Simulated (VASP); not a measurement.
# Bi2Se3 (R-3m) in VASP: notebook, part 2 of 2

VASP 6.6.1. The steps go on from the part before.

## Step 3: Relaxation of cell and atoms, PBEsol

This run uses another cell than the first one, of 28.16 Å³/atom.

Contents of INCAR:

```
PREC = Accurate
ENCUT = 600
EDIFF = 1E-7
ISMEAR = 0
SIGMA = 0.03
LREAL = False
LASPH = True
NELM = 80
ALGO = Normal
ISIF = 3
LWAVE = False
LCHARG = False
GGA = PS
IBRION = 2
NSW = 90
EDIFFG = -0.005
```

Contents of KPOINTS:

```
regular mesh
0
Gamma
  8 8 8
```

Contents of POSCAR:

```
Bi2Se3                                  
1.0
    2.0659354992      1.1927684166      9.5231891998
   -2.0659354992      1.1927684166      9.5231891998
    0.0000000000     -2.3855368333      9.5231891998
  Bi              Se            
     2     3
Direct
     0.4002891857589822    0.4002891857589822    0.4002891857589822
     0.5997108142410178    0.5997108142410178    0.5997108142410178
     0.0000000000000000    0.0000000000000000    0.0000000000000000
     0.2114285616269133    0.2114285616269133    0.2114285616269133
     0.7885714383730866    0.7885714383730866    0.7885714383730866
```

Potentials or basis: VASP PAW PBE potentials, release 64 (Bi_d, Se).

Run with:

```bash
$ cat potpaw_PBE.64/Bi_d/POTCAR potpaw_PBE.64/Se/POTCAR > POTCAR
$ mpirun -np 1 vasp_std > vasp.out
```

OUTCAR:

```text
PREC = Accurate
   ENCUT = 600
   EDIFF = 1E-7
   ISMEAR = 0
   LREAL = False
   LASPH = True
   NELM = 80
   ISIF = 3
   GGA = PS
   IBRION = 2
   NSW = 90
   EDIFFG = -0.005

 ion  position               nearest neighbor table
   1  0.400  0.400  0.400-   5 2.86   5 2.86   5 2.86   3 3.06   3 3.06   3 3.06
   2  0.600  0.600  0.600-   4 2.86   4 2.86   4 2.86   3 3.06   3 3.06   3 3.06
   3  0.000  0.000  0.000-   2 3.06   2 3.06   1 3.06   1 3.06   2 3.06   1 3.06
   4  0.211  0.211  0.211-   2 2.86   2 2.86   2 2.86
   5  0.789  0.789  0.789-   1 2.86   1 2.86   1 2.86

  LATTYP: Found a trigonal (rhomboedric) cell.
 ALAT       =     9.8174293233
 COS(alpha) =     0.9114338135

  Lattice vectors:

 A1 = (   2.0659354992,   1.1927684166,   9.5231891998)
 A2 = (  -2.0659354992,   1.1927684166,   9.5231891998)
 A3 = (   0.0000000000,  -2.3855368333,   9.5231891998)

Analysis of symmetry for initial positions (statically):
=====================================================================
 Subroutine PRICEL returns:
 Original cell was already a primitive cell.

 Routine SETGRP: Setting up the symmetry group for a
 trigonal (rhombohedral) supercell.
[... 228 lines left out ...]
 fundamental gap:      0.1105383467
 Fermi energy:         4.9893482640

 k-point     1 :       0.0000    0.0000    0.0000
  band No.  band energies     occupation
      1     -18.1247      2.00000
      2     -18.1247      2.00000
      3     -18.1226      2.00000
      4     -18.1226      2.00000
      5     -18.1146      2.00000
      6     -18.1119      2.00000
[... 733 lines left out ...]
     27       6.8750      0.00000
     28       7.7211      0.00000

 [... further k-points ...]

------------------------ aborting loop because EDIFF is reached ----------------------------------------

  FORCE on cell =-STRESS in cart. coord.  units (eV):
  Direction    XX          YY          ZZ          XY          YZ          ZX
  --------------------------------------------------------------------------------------
  -------------------------------------------------------------------------------------
  Total       -0.0016517     -0.0016517     -0.0111130      0.0000000      0.0000000      0.0000000
  in kB       -0.0187891     -0.0187891     -0.1264141      0.0000000      0.0000000      0.0000000
  external PRESSURE =      -0.0546641 kB  Pullay stress =       0.0000000 kB

 VOLUME and BASIS-vectors are now :
 -----------------------------------------------------------------------------
  energy-cutoff  :      600.00
  volume of cell :      140.85
      direct lattice vectors                 reciprocal lattice vectors
     2.066240253  1.192944366  9.523467995     0.241985413  0.139710343  0.035001255
    -2.066240253  1.192944366  9.523467995    -0.241985413  0.139710343  0.035001255
     0.000000000 -2.385888732  9.523467995     0.000000000 -0.279420686  0.035001255

 POSITION                                       TOTAL-FORCE (eV/Angst)
 -----------------------------------------------------------------------------------
      0.00000     -0.00000     11.43679         0.000000     -0.000000      0.004994
      0.00000     -0.00000     17.13362         0.000000      0.000000     -0.004994
     -0.00000      0.00000      0.00000         0.000000      0.000000     -0.000000
      0.00000     -0.00000      6.04051         0.000000      0.000000     -0.001083
      0.00000     -0.00000     22.52989         0.000000     -0.000000      0.001083
 -----------------------------------------------------------------------------------
    total drift:                               -0.000000      0.000000     -0.000000

  FREE ENERGIE OF THE ION-ELECTRON SYSTEM (eV)
  ---------------------------------------------------
  free  energy   TOTEN  =       -22.0523334195 eV

  energy  without entropy=      -22.0523311999  energy(sigma->0) =      -22.05233231

 reached required accuracy - stopping structural energy minimisation
```

OSZICAR:

```text
N       E                     dE             d eps       ncg     rms          rms(c)
DAV:   1     0.496631911716E+03    0.49663E+03   -0.25101E+04  3640   0.197E+03
[... 16 lines left out ...]
DAV:   1    -0.220523764895E+02   -0.49797E-04   -0.32599E-03  5564   0.484E-01    0.368E-02
DAV:   2    -0.220523421038E+02    0.34386E-04   -0.96028E-05  4604   0.112E-01    0.153E-02
DAV:   3    -0.220523341871E+02    0.79167E-05   -0.37372E-05  5024   0.668E-02    0.342E-03
DAV:   4    -0.220523338820E+02    0.30508E-06   -0.15929E-06  4172   0.101E-02    0.168E-03
DAV:   5    -0.220523335683E+02    0.31373E-06   -0.11221E-07  2380   0.380E-03    0.664E-04
DAV:   6    -0.220523334134E+02    0.15487E-06   -0.76651E-08  2240   0.217E-03    0.217E-04
DAV:   7    -0.220523334195E+02   -0.60418E-08   -0.17158E-08  2160   0.155E-03
   2 F= -.22052333E+02 E0= -.22052332E+02  d E =-.668547E-05
```

CONTCAR:

```text
Bi2Se3
   1.00000000000000
     2.0662402527537731    1.1929443661463199    9.5234679946073104
    -2.0662402527537731    1.1929443661463199    9.5234679946073104
     0.0000000000000000   -2.3858887323926576    9.5234679946073104
  Bi              Se
     2     3
Direct
     0.4003019415823971    0.4003019415823971    0.4003019415823971
     0.5996980584176029    0.5996980584176029    0.5996980584176029
     0.0000000000000000    0.0000000000000000    0.0000000000000000
     0.2114255447787481    0.2114255447787481    0.2114255447787481
     0.7885744552212519    0.7885744552212519    0.7885744552212519

  0.00000000E+00  0.00000000E+00  0.00000000E+00
  0.00000000E+00  0.00000000E+00  0.00000000E+00
  0.00000000E+00  0.00000000E+00  0.00000000E+00
  0.00000000E+00  0.00000000E+00  0.00000000E+00
  0.00000000E+00  0.00000000E+00  0.00000000E+00
```

Wall time 30 min (1 thread of Intel Xeon Platinum 8259CL at 2.50GHz (Skylake/Cascade Lake), shared host); peak memory 1.1 GiB.

Results:

```
Free energy                           : -22.0523 eV
Relaxed volume                        : 28.17 Å³/atom
Relaxed cell                          : a = 9.818 Å, b = 9.818 Å, c = 9.818 Å, α = 24.30°, β = 24.30°, γ = 24.30°
Space group after relaxing (to 0.1 Å) : R-3m (No. 166)
Energy gained by relaxing             : 0.0 meV/atom
Ionic steps                           : 2
Pressure after relaxing               : 0.0 GPa
Largest force after relaxing          : 0.005 eV/Å
Band gap on the k mesh                : 0.11 eV
```

Forces in eV/Å, atoms in the order of the input:
```
Bi   0.000  0.000  0.005
Bi   0.000  0.000 -0.005
Se   0.000  0.000  0.000
Se   0.000  0.000 -0.001
Se   0.000  0.000  0.001
```

Final structure:
```
CELL_PARAMETERS angstrom
2.06624 1.19294 9.52347
-2.06624 1.19294 9.52347
0.00000 -2.38589 9.52347
ATOMIC_POSITIONS crystal
Bi 0.40030 0.40030 0.40030
Bi 0.59970 0.59970 0.59970
Se 0.00000 0.00000 0.00000
Se 0.21143 0.21143 0.21143
Se 0.78857 0.78857 0.78857
```

Levels at points of the mesh, in eV from the valence-band top:
| k point | band 21 | band 22 | band 23 | band 24 | band 25 | band 26 | band 27 | band 28 |
| --- | --- | --- | --- | --- | --- | --- | --- | --- |
| (0.00, 0.00, 0.00) | -1.86 | -1.23 | -1.23 | 0.00 | 0.11 | 1.32 | 1.32 | 2.08 |
| (0.50, 0.00, 0.00) | -3.03 | -2.25 | -1.26 | -0.58 | 0.75 | 1.82 | 2.92 | 3.08 |
| (0.50, 0.50, 0.00) | -1.96 | -1.95 | -1.71 | -1.04 | 1.25 | 1.88 | 2.52 | 2.96 |
| (0.50, 0.50, 0.50) | -1.58 | -1.44 | -1.44 | -0.53 | 0.61 | 1.63 | 1.63 | 1.99 |

Caveat: the PAW data sets were made with another functional, which shifts forces and pressure a little; spin-orbit coupling is left out, which moves the levels of the heavy elements.
